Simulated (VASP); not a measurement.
Hf:

```
Hf
1.0
     3.13540    0.00000    0.00000
    -1.56770    2.71534    0.00000
     0.00000    0.00000    5.07935
Hf
2
Direct
  0.33333 0.66667 0.25000
  0.66667 0.33333 0.75000
```

```yaml
Program: VASP 6.6.1
Task: relaxation of cell and atoms
Functional: PBEsol
Potentials_or_basis: VASP PAW PBE potentials, release 64 (Hf_pv)
Cutoff: 600 eV
k_mesh: 15 × 15 × 9
Occupations: fermi-dirac, width 0.08 eV
Spin: no spin polarisation
```

At the start: pressure -0.5 GPa; volume 21.62 Å³/atom.

Task: Where does the relaxation end?

Result: Over 5 steps the energy falls by 3.2 meV/atom and the volume is 21.54 Å³/atom (-0.4 %); space group P6_3/mmc (No. 194, to 0.05 Å).

The path:
```tsv
step	energy change (eV)	largest force (eV/Å)	pressure (GPa)	volume (Å³)
1	0.0000	0.0000	-0.51	43.24
2	-0.0057	0.0000	0.69	42.81
3	-0.0057	0.0000	0.68	42.81
4	-0.0059	0.0000	-0.52	43.27
5	-0.0064	0.0000	0.00	43.07
```

Final structure:
```
CELL_PARAMETERS angstrom
3.15563 0.00000 0.00000
-1.57781 2.73286 0.00000
0.00000 0.00000 4.99437
ATOMIC_POSITIONS crystal
Hf 0.33333 0.66667 0.25000
Hf 0.66667 0.33333 0.75000
```

Caveat: the PAW data sets were made with another functional, which shifts forces and pressure a little.
